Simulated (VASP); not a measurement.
# HfGe3 (Fm-3m) in VASP: single point with PBE

Aim: the single point of HfGe3 with PBE.

Program: VASP 6.6.1. These are calculated values, not measurements. Logs are shortened: lines on timing, memory, paths and dates and some standing lists are left out, and cuts for length are marked.

### 1 The cell of the first run

The structure is cubic, space group Fm-3m (No. 225). Conventional cell: a = 7.061 Å, b = 7.061 Å, c = 7.061 Å, α = 90.00°, β = 90.00°, γ = 90.00°. Within 4.0 Å of Hf (site symmetry m-3m) lie 14 Ge at 3.06 to 3.53 Å. Within 4.0 Å of Ge (site symmetry m-3m) lie 8 Ge at 3.06 Å and 6 Hf at 3.53 Å. Within 4.0 Å of Ge (site symmetry -43m) lie 4 Hf at 3.06 Å and 10 Ge at 3.06 to 3.53 Å.

### 2 Single point, PBE

Input file INCAR:

```
SYSTEM = HfGe3
  PREC = Accurate
  ENCUT = 520
  EDIFF = 1E-7
  ISMEAR = 0
  SIGMA = 0.1
  LREAL = .False.
  LASPH = .True.
  NELM = 80
  ALGO = Normal
  ISIF = 2
  LWAVE = .False.
  LCHARG = .False.
  GGA = PE
  NBANDS = 34
```

Input file KPOINTS:

```
regular mesh
0
Gamma
  4 4 4
  0 0 0
```

Input file POSCAR:

```
HfGe3
1.0
    0.0000000000      3.5307009500      3.5307009500
    3.5307009500      0.0000000000      3.5307009500
    3.5307009500      3.5307009500      0.0000000000
Hf Ge
1 3
Direct
    0.5000000000      0.5000000000      0.5000000000
    0.0000000000      0.0000000000      0.0000000000
    0.2500000000      0.2500000000      0.2500000000
    0.7500000000      0.7500000000      0.7500000000
```

Potentials or basis: VASP PAW PBE potentials, release 64 (Hf_pv, Ge_d).

The run is started by

```
cat potpaw_PBE.64/Hf_pv/POTCAR potpaw_PBE.64/Ge_d/POTCAR > POTCAR
mpirun -np 1 vasp_std > vasp.out
```

OUTCAR:

```text
SYSTEM = HfGe3
   PREC = Accurate
   ENCUT = 520
   EDIFF = 1E-7
   ISMEAR = 0
   LREAL = .False.
   LASPH = .True.
   NELM = 80
   ISIF = 2
   GGA = PE

 ion  position               nearest neighbor table
   1  0.500  0.500  0.500-   3 3.06   3 3.06   3 3.06   3 3.06   4 3.06   4 3.06   4 3.06   4 3.06

   2  0.000  0.000  0.000-
   3  0.250  0.250  0.250-   1 3.06   1 3.06   1 3.06   1 3.06
   4  0.750  0.750  0.750-   1 3.06   1 3.06   1 3.06   1 3.06

  LATTYP: Found a face centered cubic cell.
 ALAT       =     7.0614019000

  Lattice vectors:

 A1 = (   0.0000000000,   3.5307009500,   3.5307009500)
 A2 = (   3.5307009500,   0.0000000000,   3.5307009500)
 A3 = (   3.5307009500,   3.5307009500,   0.0000000000)

Analysis of symmetry for initial positions (statically):
=====================================================================
 Subroutine PRICEL returns:
 Original cell was already a primitive cell.

 Routine SETGRP: Setting up the symmetry group for a
 face centered cubic supercell.

 Subroutine GETGRP returns: Found 48 space group operations
 (whereof 48 operations were pure point group operations)
 out of a pool of 48 trial point group operations.

The static configuration has the point symmetry O_h .

Analysis of symmetry for dynamics (positions and initial velocities):
=====================================================================
 Subroutine PRICEL returns:
 Original cell was already a primitive cell.

 Routine SETGRP: Setting up the symmetry group for a
 face centered cubic supercell.

 Subroutine GETGRP returns: Found 48 space group operations
 (whereof 48 operations were pure point group operations)
 out of a pool of 48 trial point group operations.

The dynamic configuration has the point symmetry O_h .

 Subroutine INISYM returns: Found 48 space group operations
 (whereof 48 operations are pure point group operations),
 and found     1 'primitive' translations

----------------------------------------------------------------------------------------

                                     Primitive cell

  volume of cell :      88.0264

  direct lattice vectors                    reciprocal lattice vectors
[... 70 lines left out ...]
   LSORBIT =      F    spin-orbit coupling
   LASPH  =      T    aspherical Exc in radial PAW
   ENCUT  =  520.0 eV  38.22 Ry    6.18 a.u.   9.28  9.28  9.28*2*pi/ulx,y,z
   NELM   =     80;   NELMIN=  2; NELMDL= -5     # of ELM steps
   EDIFF  = 0.1E-06   stopping-criterion for ELM
   LREAL  =      F    real-space projection
   EDIFFG = 0.1E-05   stopping-criterion for IOM
   NSW    =      0    number of steps for IOM
   IBRION =     -1    ionic relax: 0-MD 1-quasi-New 2-CG
   NFREE  =      0    steps in history (QN), initial steepest desc. (CG)
   ISIF   =      2    stress and relaxation
   ISYM   =      2    0-nonsym 1-usesym 2-fastsym
   POTIM  = 0.5000    time-step for ionic-motion
   TEBEG  =    0.0;   TEEND  =   0.0 temperature during run
   PSTRESS=    0.0 pullay stress
   NELECT =      52.0000    total number of electrons
   NUPDOWN=      -1.0000    fix difference up-down
   EMIN   =  10.00;   EMAX   =-10.00  energy-range for DOS
   EFERMI =   0.00;   METHOD = LEGACY
   ISMEAR =     0;   SIGMA  =   0.10  broadening in eV -4-tet -1-fermi 0-gaus
   EFERMI_NEDOS =   21; number of points for ismear=-14 and -15
   IALGO  =     38    algorithm
   IMIX   =      4    mixing-type and parameters
     AMIX     =   0.40;   BMIX     =  1.00
     AMIX_MAG =   1.60;   BMIX_MAG =  1.00
  volume/ion in A,a.u.               =      22.01       148.51
  Fermi-wavevector in a.u.,A,eV,Ry     =   1.373636  2.595796 25.672506  1.886876
  Thomas-Fermi vector in A             =   2.499135
   LORBIT       =      0    0 simple, 1 ext, 2 COOP (PROOUT), +10 PAW based schemes
   GGA     = PE    functional components
   LHFCALC =     F    Hartree Fock is set to
   AEXX    =    0.0000 exact exchange contribution
   IVDW    =     0    specifies the selected vdW correction
   LEPSILON=     F    determine dielectric tensor
   LRPA    =     F    only Hartree local field effects (RPA)
 non-spin polarized calculation
 Gauss-broadening in eV      SIGMA  =   0.10
  energy-cutoff  :      520.00
  volume of cell :       88.03
 maximum number of plane-waves:      2421
 NGX is ok and might be reduce to    40
   NGX = 19   NGY = 19   NGZ = 19

 number of electron      52.0000013 magnetization

 Free energy of the ion-electron system (eV)
  ---------------------------------------------------
  ext. energy  EPLUGINS =         0.00000000
  ---------------------------------------------------
  free energy    TOTEN  =       -22.56617890 eV

  energy without entropy =      -22.55500543  energy(sigma->0) =      -22.56059217

 E-fermi :   5.1931     XC(G=0): -10.7727

 val. band max:        5.1655610899   @ k =   0.2500   0.2500   0.0000
 cond. band min:       5.3139654824   @ k =   0.5000   0.5000   0.0000
 fundamental gap:      0.1484043925
 Fermi energy:         5.1931478216

 k-point     1 :       0.0000    0.0000    0.0000
  band No.  band energies     occupation
      1     -26.4901      2.00000
      2     -26.4901      2.00000
      3     -26.4901      2.00000
      4     -19.3426      2.00000
      5     -19.3426      2.00000
      6     -19.3426      2.00000
[... 285 lines left out ...]
     33      10.3219      0.00000
     34      10.3223      0.00000

------------------------ aborting loop because EDIFF is reached ----------------------------------------

  FORCE on cell =-STRESS in cart. coord.  units (eV):
  Direction    XX          YY          ZZ          XY          YZ          ZX
  --------------------------------------------------------------------------------------
  -------------------------------------------------------------------------------------
  Total       -4.2483556     -4.2483556     -4.2483556      0.0000000     -0.0000000      0.0000000
  in kB      -77.3247721    -77.3247721    -77.3247721      0.0000000     -0.0000000      0.0000000
  external PRESSURE =     -77.3247721 kB  Pullay stress =       0.0000000 kB

 VOLUME and BASIS-vectors are now :
 -----------------------------------------------------------------------------
  energy-cutoff  :      520.00
  volume of cell :       88.03
      direct lattice vectors                 reciprocal lattice vectors
     0.000000000  3.530700950  3.530700950    -0.141614939  0.141614939  0.141614939
     3.530700950  0.000000000  3.530700950     0.141614939 -0.141614939  0.141614939
     3.530700950  3.530700950  0.000000000     0.141614939  0.141614939 -0.141614939

 POSITION                                       TOTAL-FORCE (eV/Angst)
 -----------------------------------------------------------------------------------
      3.53070      3.53070      3.53070         0.000000     -0.000000     -0.000000
      0.00000      0.00000      0.00000         0.000000     -0.000000     -0.000000
      1.76535      1.76535      1.76535        -0.000000      0.000000     -0.000000
      5.29605      5.29605      5.29605         0.000000      0.000000      0.000000
 -----------------------------------------------------------------------------------
    total drift:                               -0.000000     -0.000000      0.000000

  FREE ENERGIE OF THE ION-ELECTRON SYSTEM (eV)
  ---------------------------------------------------
  free  energy   TOTEN  =       -22.5661789046 eV

  energy  without entropy=      -22.5550054344  energy(sigma->0) =      -22.56059217
```

OSZICAR:

```text
N       E                     dE             d eps       ncg     rms          rms(c)
DAV:   1     0.464187304424E+03    0.46419E+03   -0.25797E+04   638   0.379E+03
DAV:   2     0.549893849615E+02   -0.40920E+03   -0.39765E+03   544   0.774E+02
DAV:   3    -0.202812509956E+02   -0.75271E+02   -0.73815E+02   630   0.195E+02
DAV:   4    -0.238220519576E+02   -0.35408E+01   -0.35219E+01   648   0.471E+01
DAV:   5    -0.239120268761E+02   -0.89975E-01   -0.89868E-01   652   0.826E+00    0.257E+01
DAV:   6    -0.226087061095E+02    0.13033E+01   -0.38143E+00   696   0.834E+00    0.184E+01
DAV:   7    -0.225708163760E+02    0.37890E-01   -0.44443E-01   680   0.508E+00    0.820E+00
DAV:   8    -0.225691302534E+02    0.16861E-02   -0.67549E-02   670   0.201E+00    0.722E-01
DAV:   9    -0.225664095151E+02    0.27207E-02   -0.18530E-02   720   0.129E+00    0.369E-01
DAV:  10    -0.225661713707E+02    0.23814E-03   -0.26836E-03   628   0.306E-01    0.151E-01
DAV:  11    -0.225661844234E+02   -0.13053E-04   -0.17412E-04   792   0.140E-01    0.556E-02
DAV:  12    -0.225661792917E+02    0.51317E-05   -0.69506E-05   752   0.518E-02    0.101E-02
DAV:  13    -0.225661790047E+02    0.28696E-06   -0.10222E-05   680   0.471E-02    0.257E-02
DAV:  14    -0.225661788967E+02    0.10808E-06   -0.14677E-06   604   0.105E-02    0.911E-03
DAV:  15    -0.225661789046E+02   -0.78908E-08   -0.13291E-07   416   0.559E-03
   1 F= -.22566179E+02 E0= -.22560592E+02  d E =-.111735E-01
```

Run time: 34 s. Hardware: 1 thread of Intel Xeon Platinum 8488C (Sapphire Rapids), shared host; peak memory 0.25 GiB.

What came out:

- Free energy: -22.5662 eV
- Pressure: -7.7 GPa
- Band gap on the k mesh: zero (band 26 reaches 5.31 eV, above the bottom of band 27 at 4.31 eV)

Caveat: the k points lie up to 0.39 Å⁻¹ apart; spin-orbit coupling is left out, which moves the levels of the heavy elements.
